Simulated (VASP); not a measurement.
# Br (Cmce) in VASP: a series of runs, part 2 of 2

VASP 6.6.1. Earlier steps stand in the parts before.

### 5 Single point, r2SCAN

This run uses another cell than the first one, of 31.09 Å³/atom.

POSCAR reads:

```
Br
1.0
    3.4968262690     -2.0736279842      0.0000000000
    3.4968262690      2.0736279842      0.0000000000
    0.0000000000      0.0000000000      8.5752373927
Br
4
Direct
    0.8487824555      0.1512175445      0.1190908492
    0.6512175445      0.3487824555      0.6190908492
    0.1512175445      0.8487824555      0.8809091508
    0.3487824555      0.6512175445      0.3809091508
```

INCAR.step1 reads:

```
ALGO = Normal
EDIFF = 1E-4
ENCUT = 520
GGA = PE
ISMEAR = 0
LASPH = T
LCHARG = F
LREAL = F
LWAVE = T
NBANDS = 22
NELM = 80
PREC = Accurate
SIGMA = 0.02
```

INCAR.step2 reads:

```
ALGO = Normal
EDIFF = 1E-7
ENCUT = 520
ISIF = 2
ISMEAR = 0
ISTART = 1
LASPH = T
LCHARG = T
LELF = T
LMIXTAU = T
LREAL = F
LVHAR = T
LWAVE = F
METAGGA = R2SCAN
NBANDS = 22
NELM = 80
PREC = Accurate
SIGMA = 0.02
```

KPOINTS reads:

```
k-points
0
Gamma
  8 8 4
```

Potentials or basis: VASP PAW PBE potentials, release 64 (Br).

Launch:

```
$ cat potpaw_PBE.64/Br/POTCAR > POTCAR
$ cp INCAR.step1 INCAR
$ mpirun -np 1 vasp_std > vasp.out
$ cp INCAR.step2 INCAR
$ mpirun -np 1 vasp_std > vasp.out
```

OUTCAR:

```text
EDIFF = 1E-7
   ENCUT = 520
   ISIF = 2
   ISMEAR = 0
   ISTART = 1
   LASPH = T
   LREAL = F
   METAGGA = R2SCAN
   NELM = 80
   PREC = Accurate

 ion  position               nearest neighbor table
   1  0.849  0.151  0.119-   3 2.40
   2  0.651  0.349  0.619-   4 2.40
   3  0.151  0.849  0.881-   1 2.40
   4  0.349  0.651  0.381-   2 2.40

  LATTYP: Found a base centered orthorhombic cell.
 ALAT       =     4.1472559684
 B/A-ratio  =     1.6863325031
 C/A-ratio  =     2.0676894453

  Lattice vectors:

 A1 = (  -3.4968262690,  -2.0736279842,   0.0000000000)
 A2 = (   3.4968262690,  -2.0736279842,   0.0000000000)
 A3 = (   0.0000000000,   0.0000000000,   8.5752373927)

Analysis of symmetry for initial positions (statically):
=====================================================================
 Subroutine PRICEL returns:
 Original cell was already a primitive cell.

 Routine SETGRP: Setting up the symmetry group for a
 base centered orthorhombic supercell.

 Subroutine GETGRP returns: Found  8 space group operations
 (whereof  4 operations were pure point group operations)
 out of a pool of  8 trial point group operations.

The static configuration has the point symmetry C_2h.
 The point group associated with its full space group is D_2h.

Analysis of symmetry for dynamics (positions and initial velocities):
=====================================================================
 Subroutine PRICEL returns:
 Original cell was already a primitive cell.

 Routine SETGRP: Setting up the symmetry group for a
 base centered orthorhombic supercell.

 Subroutine GETGRP returns: Found  8 space group operations
 (whereof  4 operations were pure point group operations)
 out of a pool of  8 trial point group operations.

The dynamic configuration has the point symmetry C_2h.
 The point group associated with its full space group is D_2h.

 Subroutine INISYM returns: Found  8 space group operations
 (whereof  4 operations are pure point group operations),
 and found     1 'primitive' translations

----------------------------------------------------------------------------------------

                                     Primitive cell

  volume of cell :     124.3601

  direct lattice vectors                    reciprocal lattice vectors
     3.496826269 -2.073627984  0.000000000     0.142986800 -0.241123289  0.000000000
     3.496826269  2.073627984  0.000000000     0.142986800  0.241123289  0.000000000
     0.000000000  0.000000000  8.575237393     0.000000000  0.000000000  0.116614847

  length of vectors
     4.065430724  4.065430724  8.575237393     0.280331350  0.280331350  0.116614847

  position of ions in fractional coordinates (direct lattice)
     0.848782456  0.151217544  0.119090849
     0.651217544  0.348782456  0.619090849
     0.151217544  0.848782456  0.880909151
     0.348782456  0.651217544  0.380909151

  ion indices of the primitive-cell ions
   primitive index   ion index
                 1           1
                 2           2
                 3           3
                 4           4

----------------------------------------------------------------------------------------

 KPOINTS: k-points

Automatic generation of k-mesh.
 Grid dimensions read from file:
 generate k-points for:    8    8    4

 Generating k-lattice:

  Cartesian coordinates                     Fractional coordinates (reciprocal lattice)
     0.017873350 -0.030140411  0.000000000     0.125000000 -0.000000000  0.000000000
     0.017873350  0.030140411  0.000000000    -0.000000000  0.125000000  0.000000000
     0.000000000  0.000000000  0.029153712     0.000000000  0.000000000  0.250000000

  Length of vectors
     0.035041419  0.035041419  0.029153712

  Shift w.r.t. Gamma in fractional coordinates (k-lattice)
     0.000000000  0.000000000  0.000000000

 Subroutine IBZKPT returns following result:
 ===========================================

 Found     63 irreducible k-points:

 Following reciprocal coordinates:
            Coordinates               Weight
  0.000000  0.000000  0.000000      1.000000
  0.125000  0.000000  0.000000      4.000000
  0.250000  0.000000  0.000000      4.000000
  0.375000  0.000000  0.000000      4.000000
  0.500000  0.000000  0.000000      2.000000
  0.125000  0.125000  0.000000      2.000000
[... 16 lines left out ...]
  0.125000  0.000000  0.250000      8.000000
  0.250000  0.000000  0.250000      8.000000
 [... further k-points ...]
   k-points           NKPTS =     63   k-points in BZ     NKDIM =     63   number of bands    NBANDS=     22
   number of dos      NEDOS =    301   number of ions     NIONS =      4
   total plane-waves  NPLWV =  57600
   dimension x,y,z NGX =    30 NGY =   30 NGZ =   64
   dimension x,y,z NGXF=    60 NGYF=   60 NGZF=  128
   ions per type =               4
   NGX,Y,Z   is equivalent  to a cutoff of  12.27, 12.27, 12.41 a.u.
   NGXF,Y,Z  is equivalent  to a cutoff of  24.54, 24.54, 24.82 a.u.
 SYSTEM =  unknown system
   PREC   = accura    normal or accurate (medium, high low for compatibility)
   ISTART =      1    job   : 0-new  1-cont  2-samecut
   ICHARG =      0    charge: 1-file 2-atom 10-const
   ISPIN  =      1    spin polarized calculation?
   LNONCOLLINEAR =      F non collinear calculations
   LSORBIT =      F    spin-orbit coupling
   LASPH  =      T    aspherical Exc in radial PAW
   ENCUT  =  520.0 eV  38.22 Ry    6.18 a.u.   7.56  7.56 15.94*2*pi/ulx,y,z
   NELM   =     80;   NELMIN=  2; NELMDL=  0     # of ELM steps
   EDIFF  = 0.1E-06   stopping-criterion for ELM
   LREAL  =      F    real-space projection
   EDIFFG = 0.1E-05   stopping-criterion for IOM
   NSW    =      0    number of steps for IOM
   IBRION =     -1    ionic relax: 0-MD 1-quasi-New 2-CG
   NFREE  =      0    steps in history (QN), initial steepest desc. (CG)
   ISIF   =      2    stress and relaxation
   ISYM   =      2    0-nonsym 1-usesym 2-fastsym
   POTIM  = 0.5000    time-step for ionic-motion
   TEBEG  =    0.0;   TEEND  =   0.0 temperature during run
   PSTRESS=    0.0 pullay stress
   NELECT =      28.0000    total number of electrons
   NUPDOWN=      -1.0000    fix difference up-down
   EMIN   =  10.00;   EMAX   =-10.00  energy-range for DOS
   EFERMI =   0.00;   METHOD = LEGACY
   ISMEAR =     0;   SIGMA  =   0.02  broadening in eV -4-tet -1-fermi 0-gaus
   EFERMI_NEDOS =   21; number of points for ismear=-14 and -15
   IALGO  =     38    algorithm
   IMIX   =      4    mixing-type and parameters
     AMIX     =   0.40;   BMIX     =  1.00
     AMIX_MAG =   1.60;   BMIX_MAG =  1.00
  volume/ion in A,a.u.               =      31.09       209.81
  Fermi-wavevector in a.u.,A,eV,Ry     =   0.995941  1.882057 13.495611  0.991899
  Thomas-Fermi vector in A             =   2.127996
   LORBIT       =      0    0 simple, 1 ext, 2 COOP (PROOUT), +10 PAW based schemes
   METAGGA = R2SCAN    functional components
   LHFCALC =     F    Hartree Fock is set to
   AEXX    =    0.0000 exact exchange contribution
   IVDW    =     0    specifies the selected vdW correction
   LEPSILON=     F    determine dielectric tensor
   LRPA    =     F    only Hartree local field effects (RPA)
 non-spin polarized calculation
 Gauss-broadening in eV      SIGMA  =   0.02
  energy-cutoff  :      520.00
  volume of cell :      124.36
 maximum number of plane-waves:      3380
   NGX = 15   NGY = 15   NGZ = 31

 number of electron      27.9999994 magnetization

 Free energy of the ion-electron system (eV)
  ---------------------------------------------------
  ext. energy  EPLUGINS =         0.00000000
  ---------------------------------------------------
  free energy    TOTEN  =       -52.99623029 eV

  energy without entropy =      -52.99623029  energy(sigma->0) =      -52.99623029

 E-fermi :   0.1122     XC(G=0):  -8.7238

 val. band max:       -0.0092416530   @ k =   0.0000   0.0000   0.0000
 cond. band min:       1.5532063444   @ k =   0.5000   0.5000   0.0000
 fundamental gap:      1.5624479974
 Fermi energy:         0.1121798869

 k-point     1 :       0.0000    0.0000    0.0000
  band No.  band energies     occupation
      1     -16.5031      2.00000
      2     -15.7934      2.00000
      3     -14.2526      2.00000
      4     -12.9431      2.00000
      5      -5.2542      2.00000
      6      -3.6809      2.00000
[... 14 lines left out ...]
     21      10.0822      0.00000
     22      10.7556      0.00000
[... 552 lines left out ...]
  band No.  band energies     occupation
      1     -16.2203      2.00000
      2     -15.8562      2.00000
      3     -13.9201      2.00000
      4     -13.2888      2.00000
      5      -5.1651      2.00000
      6      -4.4821      2.00000
[... 14 lines left out ...]
     21       9.8513      0.00000
     22       9.9300      0.00000

 [... further k-points ...]
[... 5 lines left out ...]
  --------------------------------------------------------------------------------------
  -------------------------------------------------------------------------------------
  Total        0.2741076      0.3379577     -0.0172117      0.0000000      0.0000000      0.0000000
  in kB        3.5314305      4.3540341     -0.2217449      0.0000000      0.0000000      0.0000000
  external PRESSURE =       2.5545732 kB  Pullay stress =       0.0000000 kB

 VOLUME and BASIS-vectors are now :
 -----------------------------------------------------------------------------
  energy-cutoff  :      520.00
  volume of cell :      124.36
      direct lattice vectors                 reciprocal lattice vectors
     3.496826269 -2.073627984  0.000000000     0.142986800 -0.241123289  0.000000000
     3.496826269  2.073627984  0.000000000     0.142986800  0.241123289  0.000000000
     0.000000000  0.000000000  8.575237393     0.000000000  0.000000000  0.116614847

 POSITION                                       TOTAL-FORCE (eV/Angst)
 -----------------------------------------------------------------------------------
      3.49683     -1.44649      1.02123         0.000000     -0.137975     -0.265509
      3.49683     -0.62714      5.30885         0.000000      0.137975     -0.265509
      3.49683      1.44649      7.55401         0.000000      0.137975      0.265509
      3.49683      0.62714      3.26639         0.000000     -0.137975      0.265509
 -----------------------------------------------------------------------------------
    total drift:                               -0.000000      0.000000      0.000000

  FREE ENERGIE OF THE ION-ELECTRON SYSTEM (eV)
  ---------------------------------------------------
  free  energy   TOTEN  =       -52.9962302872 eV

  energy  without entropy=      -52.9962302872  energy(sigma->0) =      -52.99623029
```

Wall time 12 min (1 thread of Oxide Virtual Turin-like, shared host); peak memory 0.28 GiB.

What came out:

| Property | Result |
| --- | --- |
| Free energy | -52.9962 eV |
| Pressure | 0.3 GPa |
| Largest force | 0.299 eV/Å |
| Band gap on the k mesh | 1.56 eV (least direct gap 1.61 eV) |

Forces on the atoms (eV/Å):
```
Br   0.000 -0.138 -0.266
Br   0.000  0.138 -0.266
Br   0.000  0.138  0.266
Br   0.000 -0.138  0.266
```

Stress tensor (GPa, compression positive):
```
 0.35  0.00  0.00
 0.00  0.44  0.00
 0.00  0.00 -0.02
```

Caveat: the PAW data sets were made with another functional, which shifts forces and pressure a little. A k mesh can miss the band edges.

### 6 The runs side by side

```tsv
level	potentials or basis	cell	k mesh	smearing	gap on the mesh (eV)	pressure (GPa)	largest force (eV/Å)
PBE+D3(BJ)	VASP PAW PBE potentials, release 64 (Br)	a = 4.050, b = 4.050, c = 8.458 Å, angles 90.0, 90.0, 62.8°, 4 atoms, atomic positions A	6 × 6 × 4	gaussian 0.1 eV	1.37	0.0	0.04
PBE+D3(BJ)	VASP PAW PBE potentials, release 64 (Br)	a = 4.065, b = 4.065, c = 8.575 Å, angles 90.0, 90.0, 61.3°, 4 atoms, atomic positions B	8 × 8 × 4	gaussian 0.02 eV	1.33	0.0	0.01
LDA	VASP PAW LDA potentials, release 64 (Br)	a = 4.065, b = 4.065, c = 8.575 Å, angles 90.0, 90.0, 61.3°, 4 atoms, atomic positions B	8 × 8 × 4	gaussian 0.02 eV	1.19	-2.1	0.06
r2SCAN	VASP PAW PBE potentials, release 64 (Br)	a = 4.065, b = 4.065, c = 8.575 Å, angles 90.0, 90.0, 61.3°, 4 atoms, atomic positions B	8 × 8 × 4	gaussian 0.02 eV	1.56	0.3	0.30
```

Alike in all rows: task single point; no spin polarisation; cutoff (eV) 520.

Caveats: the PAW data sets were made with another functional, which shifts forces and pressure a little (at least some runs).

Total energies depend on the potentials used, so only differences within one code and one set of settings carry meaning.
